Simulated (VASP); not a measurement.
The system is KTaO3.

```xyz
5
Lattice="4.0244 0.0000 0.0000 0.0000 4.0244 0.0000 0.0000 0.0000 4.0244" Properties=species:S:1:pos:R:3 pbc="T T T"
K     2.0122    2.0122    2.0122
Ta    0.0000    0.0000    0.0000
O     2.0122    0.0000    0.0000
O     0.0000    2.0122    0.0000
O     0.0000    0.0000    2.0122
```

```yaml
Program: VASP 6.6.1
Task: relaxation of cell and atoms
Functional: LDA
Potentials_or_basis: VASP PAW LDA potentials, release 64 (K_sv, Ta_pv, O)
Cutoff: 600 eV
k_mesh: 8 × 8 × 8
Occupations: gaussian, width 0.02 eV
Spin: no spin polarisation
```

At the start: pressure -9.6 GPa; volume 13.04 Å³/atom.

Question: How do energy, volume and symmetry change on relaxing?

Answer: Over 4 steps the energy falls by 19.8 meV/atom and the volume is 12.40 Å³/atom (-4.8 %); space group Pm-3m (No. 221, to 0.05 Å).

The path:
```tsv
step	energy change (eV)	largest force (eV/Å)	pressure (GPa)	volume (Å³)
1	0.0000	0.0000	-9.64	65.18
2	0.0970	0.0000	16.78	58.05
3	-0.0991	0.0000	-0.17	62.08
4	-0.0991	0.0000	0.04	62.02
```

Final structure:
```
K Ta O
1.0
     3.95834    0.00000    0.00000
     0.00000    3.95834    0.00000
     0.00000    0.00000    3.95834
K Ta O
1 1 3
Direct
  0.50000 0.50000 0.50000
  0.00000 0.00000 0.00000
  0.50000 0.00000 0.00000
  0.00000 0.50000 0.00000
  0.00000 0.00000 0.50000
```
